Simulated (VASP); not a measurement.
# As (Im-3m) in VASP: further runs

As is run at these levels: revPBE; tasks: single point.

All numbers are computed with VASP 6.6.1; they aren't measurements. Logs are shortened: lines on timing, memory, paths and dates and some standing lists are left out, and cuts for length are marked.

## (1) The cell of the first run

The structure is cubic, space group Im-3m (No. 229). Conventional cell: a = 3.380 Å, b = 3.380 Å, c = 3.380 Å, α = 90.00°, β = 90.00°, γ = 90.00°. As (site symmetry m-3m) has 14 As at 2.93 to 3.38 Å within 3.9 Å.

## (2) Single point, revPBE

The input, INCAR:

```
SYSTEM = As
  PREC = Accurate
  ENCUT = 520
  EDIFF = 1E-7
  ISMEAR = -1
  SIGMA = 0.1
  LREAL = .FALSE.
  LASPH = .TRUE.
  NELM = 100
  ALGO = Normal
  ISIF = 2
  LWAVE = .FALSE.
  LCHARG = .TRUE.
  GGA = RE
  LELF = .TRUE.
  LVHAR = .TRUE.
  NBANDS = 8
```

The input, KPOINTS:

```
Automatic mesh
0
G
  13 13 13
  0 0 0
```

The input, POSCAR:

```
As
1.0
   -1.6902259716      1.6902259716      1.6902259716
    1.6902259716     -1.6902259716      1.6902259716
    1.6902259716      1.6902259716     -1.6902259716
As
1
Direct
    0.0000000000      0.0000000000      0.0000000000
```

Potentials or basis: VASP PAW PBE potentials, release 64 (As).

Run with:

```bash
> cat potpaw_PBE.64/As/POTCAR > POTCAR
> mpirun -np 1 vasp_std > vasp.out
```

OUTCAR:

```text
SYSTEM = As
   PREC = Accurate
   ENCUT = 520
   EDIFF = 1E-7
   ISMEAR = -1
   LREAL = .FALSE.
   LASPH = .TRUE.
   NELM = 100
   ISIF = 2
   GGA = RE

 ion  position               nearest neighbor table
   1  0.000  0.000  0.000-

  LATTYP: Found a body centered cubic cell.
 ALAT       =     3.3804519432

  Lattice vectors:

 A1 = (  -1.6902259716,   1.6902259716,   1.6902259716)
 A2 = (   1.6902259716,  -1.6902259716,   1.6902259716)
 A3 = (   1.6902259716,   1.6902259716,  -1.6902259716)

Analysis of symmetry for initial positions (statically):
=====================================================================
 Subroutine PRICEL returns:
 Original cell was already a primitive cell.

 Routine SETGRP: Setting up the symmetry group for a
 body centered cubic supercell.

 Subroutine GETGRP returns: Found 48 space group operations
 (whereof 48 operations were pure point group operations)
 out of a pool of 48 trial point group operations.

The static configuration has the point symmetry O_h .

Analysis of symmetry for dynamics (positions and initial velocities):
=====================================================================
 Subroutine PRICEL returns:
 Original cell was already a primitive cell.

 Routine SETGRP: Setting up the symmetry group for a
 body centered cubic supercell.

 Subroutine GETGRP returns: Found 48 space group operations
 (whereof 48 operations were pure point group operations)
 out of a pool of 48 trial point group operations.

The dynamic configuration has the point symmetry O_h .

 Subroutine INISYM returns: Found 48 space group operations
 (whereof 48 operations are pure point group operations),
 and found     1 'primitive' translations

----------------------------------------------------------------------------------------

                                     Primitive cell

  volume of cell :      19.3150

  direct lattice vectors                    reciprocal lattice vectors
    -1.690225972  1.690225972  1.690225972     0.000000000  0.295818434  0.295818434
     1.690225972 -1.690225972  1.690225972     0.295818434  0.000000000  0.295818434
     1.690225972  1.690225972 -1.690225972     0.295818434  0.295818434  0.000000000

  length of vectors
     2.927557259  2.927557259  2.927557259     0.418350441  0.418350441  0.418350441

  position of ions in fractional coordinates (direct lattice)
     0.000000000  0.000000000  0.000000000

  ion indices of the primitive-cell ions
[... 75 lines left out ...]
   LREAL  =      F    real-space projection
   EDIFFG = 0.1E-05   stopping-criterion for IOM
   NSW    =      0    number of steps for IOM
   IBRION =     -1    ionic relax: 0-MD 1-quasi-New 2-CG
   NFREE  =      0    steps in history (QN), initial steepest desc. (CG)
   ISIF   =      2    stress and relaxation
   ISYM   =      2    0-nonsym 1-usesym 2-fastsym
   POTIM  = 0.5000    time-step for ionic-motion
   TEBEG  =    0.0;   TEEND  =   0.0 temperature during run
   PSTRESS=    0.0 pullay stress
   NELECT =       5.0000    total number of electrons
   NUPDOWN=      -1.0000    fix difference up-down
   EMIN   =  10.00;   EMAX   =-10.00  energy-range for DOS
   EFERMI =   0.00;   METHOD = LEGACY
   ISMEAR =    -1;   SIGMA  =   0.10  broadening in eV -4-tet -1-fermi 0-gaus
   EFERMI_NEDOS =   21; number of points for ismear=-14 and -15
   IALGO  =     38    algorithm
   IMIX   =      4    mixing-type and parameters
     AMIX     =   0.40;   BMIX     =  1.00
     AMIX_MAG =   1.60;   BMIX_MAG =  1.00
  volume/ion in A,a.u.               =      19.31       130.34
  Fermi-wavevector in a.u.,A,eV,Ry     =   1.043358  1.971661 14.811250  1.088596
  Thomas-Fermi vector in A             =   2.178064
   LORBIT       =      0    0 simple, 1 ext, 2 COOP (PROOUT), +10 PAW based schemes
   GGA     = RE    functional components
   LHFCALC =     F    Hartree Fock is set to
   AEXX    =    0.0000 exact exchange contribution
   IVDW    =     0    specifies the selected vdW correction
   LEPSILON=     F    determine dielectric tensor
   LRPA    =     F    only Hartree local field effects (RPA)
 non-spin polarized calculation
  energy-cutoff  :      520.00
  volume of cell :       19.31
 maximum number of plane-waves:       539
 NGX is ok and might be reduce to    24
   NGX = 11   NGY = 11   NGZ = 11

 number of electron       4.9999999 magnetization

 Free energy of the ion-electron system (eV)
  ---------------------------------------------------
  ext. energy  EPLUGINS =         0.00000000
  ---------------------------------------------------
  free energy    TOTEN  =        -3.90522818 eV

  energy without entropy =       -3.88302189  energy(sigma->0) =       -3.89412503

 E-fermi :   6.2918     XC(G=0): -10.6877

 val. band max:        6.2726934922   @ k =  -0.2308   0.3846   0.0769
 cond. band min:       6.3136322445   @ k =   0.3077   0.1538   0.0000
 fundamental gap:      0.0409387523
 Fermi energy:         6.2917637656

 k-point     1 :       0.0000    0.0000    0.0000
  band No.  band energies     occupation
      1      -8.5524      2.00000
      2      12.1795      0.00000
      3      12.1795      0.00000
      4      12.1795      0.00000
      5      19.3134      0.00000
      6      19.3134      0.00000
      7      19.3134      0.00000
      8      20.7506      0.00000
[... 243 lines left out ...]
 k-point    24 :       0.2308    0.0769    0.0769
  band No.  band energies     occupation
      1      -6.0231      2.00000
      2       4.0704      2.00000
      3       7.8860      0.00000
      4       9.4482      0.00000
      5      16.9686      0.00000
      6      17.3115      0.00000
      7      22.4514      0.00000
      8      22.9238      0.00000

 [... further k-points ...]

------------------------ aborting loop because EDIFF is reached ----------------------------------------

  FORCE on cell =-STRESS in cart. coord.  units (eV):
  Direction    XX          YY          ZZ          XY          YZ          ZX
  --------------------------------------------------------------------------------------
  -------------------------------------------------------------------------------------
  Total        0.0043942      0.0043942      0.0043942      0.0000000      0.0000000      0.0000000
  in kB        0.3644988      0.3644988      0.3644988      0.0000000      0.0000000      0.0000000
  external PRESSURE =       0.3644988 kB  Pullay stress =       0.0000000 kB

 VOLUME and BASIS-vectors are now :
 -----------------------------------------------------------------------------
  energy-cutoff  :      520.00
  volume of cell :       19.31
      direct lattice vectors                 reciprocal lattice vectors
    -1.690225972  1.690225972  1.690225972     0.000000000  0.295818434  0.295818434
     1.690225972 -1.690225972  1.690225972     0.295818434  0.000000000  0.295818434
     1.690225972  1.690225972 -1.690225972     0.295818434  0.295818434  0.000000000

 POSITION                                       TOTAL-FORCE (eV/Angst)
 -----------------------------------------------------------------------------------
      0.00000      0.00000      0.00000        -0.000000      0.000000     -0.000000
 -----------------------------------------------------------------------------------
    total drift:                                0.000000      0.000000      0.000000

  FREE ENERGIE OF THE ION-ELECTRON SYSTEM (eV)
  ---------------------------------------------------
  free  energy   TOTEN  =        -3.9052281777 eV

  energy  without entropy=       -3.8830218867  energy(sigma->0) =       -3.89412503
```

stdout:

```text
POSCAR found type information on POSCAR As
 POSCAR found :  1 types and       1 ions
 scaLAPACK will be used
 -----------------------------------------------------------------------------
|                                                                             |
|                                                                             |
|     You enforced a specific xc type in the INCAR file but a different       |
|     I HOPE YOU KNOW WHAT YOU ARE DOING!                                     |
|                                                                             |
 -----------------------------------------------------------------------------

 LDA part: xc-table for (Slater+PW92), standard interpolation
 POSCAR, INCAR and KPOINTS ok, starting setup
 FFT: planning ... GRIDC
 FFT: planning ... GRID_SOFT
 FFT: planning ... GRID
 WAVECAR not read
 entering main loop
```

It took 8.6 s on 1 thread of Intel Xeon 6975P-C, shared host; peak memory 0.14 GiB.

What came out:

* Free energy: -3.9052 eV
* Pressure: 0.0 GPa

Levels at points of the mesh, in eV from the Fermi level:
| k point | band 1 | band 2 | band 3 | band 4 | band 5 | band 6 | band 7 |
| --- | --- | --- | --- | --- | --- | --- | --- |
| (0.00, 0.00, 0.00) | -14.84 | 5.89 | 5.89 | 5.89 | 13.02 | 13.02 | 13.02 |

Caveat: the PAW data sets were made with another functional, which shifts forces and pressure a little.

## (3) Single point, revPBE (volume scaled by 0.88)

The input, INCAR:

```
SYSTEM = As
PREC     = Accurate       ! precision mode
ENCUT    = 520            ! plane-wave cutoff, eV
EDIFF    = 1E-6           ! SCF threshold, eV
ISMEAR   = -1             ! smearing method
SIGMA    = 0.1            ! smearing width, eV
LREAL    = .False.        ! projectors in reciprocal space
LASPH    = .True.         ! aspherical terms in the spheres
NELM     = 80             ! most SCF steps
ALGO     = Normal         ! electronic algorithm
ISIF     = 2              ! what is computed and relaxed
LWAVE    = .False.        ! write WAVECAR
LCHARG   = .False.        ! write CHGCAR
GGA      = RE             ! functional
NBANDS   = 8              ! bands
```

The input, KPOINTS:

```
Automatic mesh
0
Gamma
  15 15 15
  0 0 0
```

The input, POSCAR:

```
As
1.0
   -1.6197164567      1.6197164567      1.6197164567
    1.6197164567     -1.6197164567      1.6197164567
    1.6197164567      1.6197164567     -1.6197164567
As
1
Direct
    0.0000000000      0.0000000000      0.0000000000
```

Potentials or basis: VASP PAW PBE potentials, release 64 (As).

Run with:

```bash
> cat potpaw_PBE.64/As/POTCAR > POTCAR
> mpirun -np 1 vasp_std > vasp.out
```

It took 7.5 s on 1 thread of Intel Xeon 6975P-C, shared host; peak memory 0.14 GiB.

The run converged. Its results:

- Free energy: -3.8187 eV
- Pressure: 13.2 GPa

Levels at points of the mesh, in eV from the Fermi level:
| k point | band 1 | band 2 | band 3 | band 4 | band 5 |
| --- | --- | --- | --- | --- | --- |
| (0.00, 0.00, 0.00) | -16.12 | 6.95 | 6.95 | 6.95 | 13.57 |

Caveat: the PAW data sets were made with another functional, which shifts forces and pressure a little.
